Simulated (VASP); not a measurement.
# C (Fd-3m) in VASP: a series of runs, part 2 of 2

VASP 6.6.1. The steps go on from the part before.

## Step 3: Single point, PBEsol

This run uses another cell than the first one, of 5.25 Å³/atom, 1.028 times its volume.

INCAR reads:

```
  ALGO = Normal
  EDIFF = 1E-6
  ENCUT = 600
  GGA = PS
  GGA_COMPAT = False
  ISIF = 2
  ISMEAR = 0
  LASPH = True
  LCHARG = False
  LREAL = False
  LWAVE = False
  NBANDS = 11
  NELM = 120
  PREC = Accurate
  SIGMA = 0.01
```

KPOINTS reads:

```
k-points
0
Gamma
  9 9 9
```

POSCAR reads:

```
C
1.0
    0.0000000000      1.7376222441      1.7376222441
    1.7376222441      0.0000000000      1.7376222441
    1.7376222441      1.7376222441      0.0000000000
C
2
Direct
    0.0000000000      0.0000000000      0.0000000000
    0.2500000000      0.2500000000      0.2500000000
```

Potentials or basis: VASP PAW PBE potentials, release 64 (C).

The run is started by

```
cat potpaw_PBE.64/C/POTCAR > POTCAR
mpirun -np 1 vasp_std > vasp.out
```

Wall time 6.7 s (1 thread of Intel Xeon 8259CL, shared host); peak memory 0.12 GiB.

The run converged. Its results:

```
Free energy            : -19.1744 eV
Pressure               : 34.8 GPa
Band gap on the k mesh : 4.22 eV, indirect (least direct gap 5.75 eV)
```

Levels at points of the mesh, in eV from the valence-band top:
| k point | band 1 | band 2 | band 3 | band 4 | band 5 | band 6 | band 7 | band 8 | band 9 |
| --- | --- | --- | --- | --- | --- | --- | --- | --- | --- |
| (0.00, 0.00, 0.00) | -22.60 | 0.00 | 0.00 | 0.00 | 5.75 | 5.75 | 5.75 | 15.19 | 20.00 |

Caveat: the PAW data sets were made with another functional, which shifts forces and pressure a little. Expect the measured gap to be larger: semilocal functionals such as PBEsol lack the derivative discontinuity.

## Step 4: Single point, PBEsol

This run uses another cell than the first one, of 5.39 Å³/atom, 1.056 times its volume.

INCAR reads:

```
PREC     = Accurate       # precision mode
ENCUT    = 600            # plane-wave cutoff, eV
EDIFF    = 1E-6           # SCF threshold, eV
ISMEAR   = 0              # smearing method
SIGMA    = 0.01           # smearing width, eV
LREAL    = False          # projectors in reciprocal space
LASPH    = True           # aspherical terms in the spheres
NELM     = 120            # most SCF steps
ALGO     = Normal         # electronic algorithm
ISIF     = 2              # what is computed and relaxed
LWAVE    = False          # write WAVECAR
LCHARG   = False          # write CHGCAR
GGA      = PS             # functional
NBANDS   = 11             # bands
GGA_COMPAT= False
```

KPOINTS reads:

```
Automatic mesh
0
Gamma
  9 9 9
```

POSCAR reads:

```
C
1.0
    0.0000000000      1.7531375494      1.7531375494
    1.7531375494      0.0000000000      1.7531375494
    1.7531375494      1.7531375494      0.0000000000
C
2
Direct
    0.0000000000      0.0000000000      0.0000000000
    0.2500000000      0.2500000000      0.2500000000
```

Potentials or basis: VASP PAW PBE potentials, release 64 (C).

The run is started by

```
cat potpaw_PBE.64/C/POTCAR > POTCAR
mpirun -np 1 vasp_std > vasp.out
```

OUTCAR:

```text
PREC = Accurate
   ENCUT = 600
   EDIFF = 1E-6
   ISMEAR = 0
   LREAL = False
   LASPH = True
   NELM = 120
   ISIF = 2
   GGA = PS

 ion  position               nearest neighbor table
   1  0.000  0.000  0.000-   2 1.52   2 1.52   2 1.52   2 1.52
   2  0.250  0.250  0.250-   1 1.52   1 1.52   1 1.52   1 1.52

  LATTYP: Found a face centered cubic cell.
 ALAT       =     3.5062750988

  Lattice vectors:

 A1 = (   0.0000000000,   1.7531375494,   1.7531375494)
 A2 = (   1.7531375494,   0.0000000000,   1.7531375494)
[... 515 lines left out ...]
      7      27.6414      0.00000
      8      27.6414      0.00000
      9      34.1032      0.00000
     10      34.7113      0.00000
     11      43.9463      0.00000

 [... further k-points ...]
[... 5 lines left out ...]
  --------------------------------------------------------------------------------------
  -------------------------------------------------------------------------------------
  Total        1.3556813      1.3556813      1.3556813     -0.0000000      0.0000000     -0.0000000
  in kB      201.5534389    201.5534389    201.5534389     -0.0000000      0.0000000     -0.0000000
  external PRESSURE =     201.5534389 kB  Pullay stress =       0.0000000 kB

 VOLUME and BASIS-vectors are now :
 -----------------------------------------------------------------------------
  energy-cutoff  :      600.00
  volume of cell :       10.78
      direct lattice vectors                 reciprocal lattice vectors
     0.000000000  1.753137549  1.753137549    -0.285202950  0.285202950  0.285202950
     1.753137549  0.000000000  1.753137549     0.285202950 -0.285202950  0.285202950
     1.753137549  1.753137549  0.000000000     0.285202950  0.285202950 -0.285202950

 POSITION                                       TOTAL-FORCE (eV/Angst)
 -----------------------------------------------------------------------------------
      0.00000      0.00000      0.00000         0.000000      0.000000      0.000000
      0.87657      0.87657      0.87657        -0.000000     -0.000000     -0.000000
 -----------------------------------------------------------------------------------
    total drift:                                0.000000      0.000000      0.000000

  FREE ENERGIE OF THE ION-ELECTRON SYSTEM (eV)
  ---------------------------------------------------
  free  energy   TOTEN  =       -19.2242279726 eV

  energy  without entropy=      -19.2242279726  energy(sigma->0) =      -19.22422797
```

OSZICAR:

```text
N       E                     dE             d eps       ncg     rms          rms(c)
DAV:   1     0.121764852597E+01    0.12176E+01   -0.51213E+03   794   0.804E+02
DAV:   2    -0.196019317214E+02   -0.20820E+02   -0.20206E+02  1006   0.133E+02
DAV:   3    -0.199911970979E+02   -0.38927E+00   -0.38877E+00   919   0.144E+01
DAV:   4    -0.199917208338E+02   -0.52374E-03   -0.52373E-03   844   0.666E-01
DAV:   5    -0.199917214239E+02   -0.59011E-06   -0.59013E-06   884   0.208E-02    0.595E+00
DAV:   6    -0.194212675105E+02    0.57045E+00   -0.29446E-01   785   0.380E+00    0.350E+00
DAV:   7    -0.192235524924E+02    0.19772E+00   -0.35004E-01   839   0.419E+00    0.760E-01
DAV:   8    -0.192242032875E+02   -0.65080E-03   -0.83381E-03   812   0.730E-01    0.298E-02
DAV:   9    -0.192242200128E+02   -0.16725E-04   -0.14094E-05   937   0.348E-02    0.221E-02
DAV:  10    -0.192242281110E+02   -0.80982E-05   -0.32323E-06   821   0.160E-02    0.443E-03
DAV:  11    -0.192242279726E+02    0.13839E-06   -0.87996E-08   468   0.264E-03
   1 F= -.19224228E+02 E0= -.19224228E+02  d E =-.505108E-68
```

Run time: 7.2 s. Hardware: 1 thread of Intel Xeon 8259CL, shared host; peak memory 0.12 GiB.

Results:

```yaml
Free_energy: -19.2242 eV
Pressure: 20.2 GPa
Band_gap_on_the_k_mesh: 4.16 eV, indirect (least direct gap 5.68 eV)
```

Levels at points of the mesh, in eV from the valence-band top:
| k point | band 1 | band 2 | band 3 | band 4 | band 5 | band 6 | band 7 | band 8 | band 9 |
| --- | --- | --- | --- | --- | --- | --- | --- | --- | --- |
| (0.00, 0.00, 0.00) | -22.22 | 0.00 | 0.00 | 0.00 | 5.68 | 5.68 | 5.68 | 14.56 | 19.63 |

Caveat: the PAW data sets were made with another functional, which shifts forces and pressure a little. A k mesh can miss the band edges.

## Step 5: Overview

| cell | gap on the mesh (eV) | pressure (GPa) |
| --- | --- | --- |
| a = 2.435 Å, angles 60.0°, 2 atoms | 4.29 | 51.3 |
| a = 2.457 Å, angles 60.0°, 2 atoms | 4.22 | 34.8 |
| a = 2.479 Å, angles 60.0°, 2 atoms | 4.16 | 20.2 |

Alike in all rows: task single point; level PBEsol; potentials or basis VASP PAW PBE potentials, release 64 (C); no spin polarisation; k mesh 9 × 9 × 9; cutoff (eV) 600; smearing gaussian 0.01 eV.

Caveats: the PAW data sets were made with another functional, which shifts forces and pressure a little.

Total energies depend on the potentials used, so only differences within one code and one set of settings carry meaning.
